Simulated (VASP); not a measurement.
**SnO2: single point with PBE**

SnO2:

```
CELL_PARAMETERS angstrom
4.73735 0.00000 0.00000
0.00000 4.73735 0.00000
0.00000 0.00000 3.18640
ATOMIC_POSITIONS crystal
Sn 0.00000 0.00000 0.00000
Sn 0.50000 0.50000 0.50000
O 0.30562 0.30562 0.00000
O 0.19438 0.80562 0.50000
O 0.69438 0.69438 0.00000
O 0.80562 0.19438 0.50000
```

```yaml
Program: VASP 6.6.1
Task: single point
Functional: PBE
Potentials_or_basis: VASP PAW PBE potentials, release 64 (Sn_d, O)
Cutoff: 520 eV
k_mesh: 4 × 4 × 6
Occupations: gaussian, width 0.1 eV
Spin: no spin polarisation
```

The pressure is 11.5 GPa and the largest force is 0.052 eV/Å. The band gap on the k mesh is 1.24 eV.

Forces in eV/Å, atoms in the order of the input:
```
Sn   0.000  0.000  0.000
Sn   0.000  0.000  0.000
O   -0.037 -0.037  0.000
O    0.037 -0.037  0.000
O    0.037  0.037  0.000
O   -0.037  0.037  0.000
```

Stress tensor (GPa, compression positive):
```
10.64  0.00  0.00
 0.00 10.64  0.00
 0.00  0.00 13.26
```

Levels at points of the mesh, in eV from the valence-band top:
| k point | band 22 | band 23 | band 24 | band 25 | band 26 | band 27 | band 28 | band 29 | band 30 | band 31 |
| --- | --- | --- | --- | --- | --- | --- | --- | --- | --- | --- |
| (0.00, 0.00, 0.00) | -1.24 | -1.24 | -0.79 | -0.79 | 0.00 | 1.24 | 6.20 | 6.33 | 6.33 | 10.44 |
| (0.50, 0.00, 0.00) | -1.99 | -1.20 | -1.20 | -0.63 | -0.63 | 4.44 | 4.44 | 7.11 | 7.11 | 11.02 |
| (0.50, 0.50, 0.00) | -2.00 | -1.32 | -1.32 | -0.91 | -0.91 | 4.87 | 4.87 | 7.54 | 7.54 | 11.05 |
| (0.00, 0.00, 0.50) | -2.65 | -1.67 | -1.67 | -1.26 | -1.26 | 6.19 | 6.19 | 9.76 | 9.76 | 10.70 |
| (0.50, 0.00, 0.50) | -1.74 | -1.11 | -1.11 | -0.71 | -0.71 | 6.47 | 6.47 | 8.06 | 8.06 | 11.05 |
| (0.50, 0.50, 0.50) | -2.39 | -0.96 | -0.96 | -0.84 | -0.84 | 4.84 | 4.84 | 8.93 | 8.93 | 11.05 |

Wall time 36 s on 1 thread of Intel Xeon 8259CL (shared host), peak memory 0.17 GiB.

Caveat: the cell stands under pressure; spin-orbit coupling is left out, which moves the levels of the heavy elements. A hybrid or GW would open this gap; PBE tends to underestimate it.
